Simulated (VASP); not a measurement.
MgH2, 3 atoms in the cell. It takes space group Fm-3m (No. 225, cubic). The conventional cell has a = 4.825 Å, b = 4.825 Å, c = 4.825 Å, α = 90.00°, β = 90.00°, γ = 90.00°. Within 2.8 Å of Mg (site symmetry m-3m) lie 8 H at 2.09 Å. Within 2.8 Å of H (site symmetry -43m) lie 4 Mg at 2.09 Å and 6 H at 2.41 Å. 

| Property | Result |
| --- | --- |
| Program | VASP 6.6.1 |
| Task | single point |
| Functional | LDA |
| Potentials or basis | VASP PAW LDA potentials, release 64 (Mg, H) |
| Cutoff | 520 eV |
| k mesh | 8 × 8 × 8 |
| Occupations | fermi-dirac, width 0.1 eV |
| Spin | no spin polarisation |
| Dipole correction | no |
| Further INCAR settings | ALGO = Normal; EDIFF = 1e-06; NBANDS = 9 |

Potentials or basis: VASP PAW LDA potentials, release 64 (Mg, H).

Run with:

```sh
$ cat potpaw_LDA.64/Mg/POTCAR potpaw_LDA.64/H/POTCAR > POTCAR
$ mpirun -np 1 vasp_std > vasp.out
```

Hardware: 1 thread of Intel Xeon 6975P-C, with other jobs on the host.

Q: Estimate the wall time of this run.

A: Run time: 5 s on 1 thread of Intel Xeon 6975P-C, on a shared host, peak memory 0.14 GiB. Counts: scf iterations 12, k points 29.
